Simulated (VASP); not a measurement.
Be3Te4:

```
Be Te
1.0
     0.00000    4.30259    4.30259
     4.30259    0.00000    4.30259
     4.30259    4.30259    0.00000
Be Te
3 4
Direct
  0.00000 0.00000 0.00000
  0.25000 0.25000 0.25000
  0.75000 0.75000 0.75000
  0.87801 0.87801 0.87801
  0.87801 0.87801 0.36596
  0.87801 0.36596 0.87801
  0.36596 0.87801 0.87801
```

The cell was built from a structure type or drawn by symmetry, and may not be a known phase.

- Program: VASP 6.6.1
- Task: relaxation of cell and atoms
- Functional: PBE
- Potentials or basis: VASP PAW PBE potentials, release 64 (Be, Te)
- Cutoff: 600 eV
- k mesh: 3 × 3 × 3
- Occupations: gaussian, width 0.2 eV
- Spin: no spin polarisation

At the start: pressure 53.7 GPa; volume 22.76 Å³/atom.

Task: Where does the relaxation end?

Result: Over 9 steps the energy falls by 2080.6 meV/atom and the volume is 44.76 Å³/atom (+96.7 %); space group F-43m (No. 216, to 0.1 Å) before and after.

Step by step:
```
step  energy change (eV)  largest force (eV/Å)  pressure (GPa)  volume (Å³)
   1              0.0000                4.0463           53.69       159.30
   2            -12.9457                1.2882           -2.13       407.77
   3            -13.8979                2.3758            2.57       287.87
   4            -13.9413                2.1233            0.19       322.83
   5            -13.9733                2.2083            0.73       312.89
   6            -14.4774                0.5442           -0.80       327.68
   7            -14.4924                0.2555           -1.00       330.93
   8            -14.5577                0.0330           -0.36       318.18
   9            -14.5639                0.0701           -0.08       313.35
```

Final structure:
```xyz
7
Lattice="0.0000 5.3909 5.3909 5.3909 0.0000 5.3909 5.3909 5.3909 0.0000" Properties=species:S:1:pos:R:3 pbc="T T T"
Be    0.0000    0.0000    0.0000
Be    2.6955    2.6955    2.6955
Be    8.0864    8.0864    8.0864
Te    9.4378    9.4378    9.4378
Te    6.7350    6.7350    9.4378
Te    6.7350    9.4378    6.7350
Te    9.4378    6.7350    6.7350
```

Caveat: the k points lie up to 0.34 Å⁻¹ apart in the final cell, too coarse for converged energies and pressures of a metal; the volume moved by over 15 % at a fixed basis, so the end points are rough; the relaxation stopped at a loose force limit of 0.08 eV/Å, so its end isn't a converged minimum.
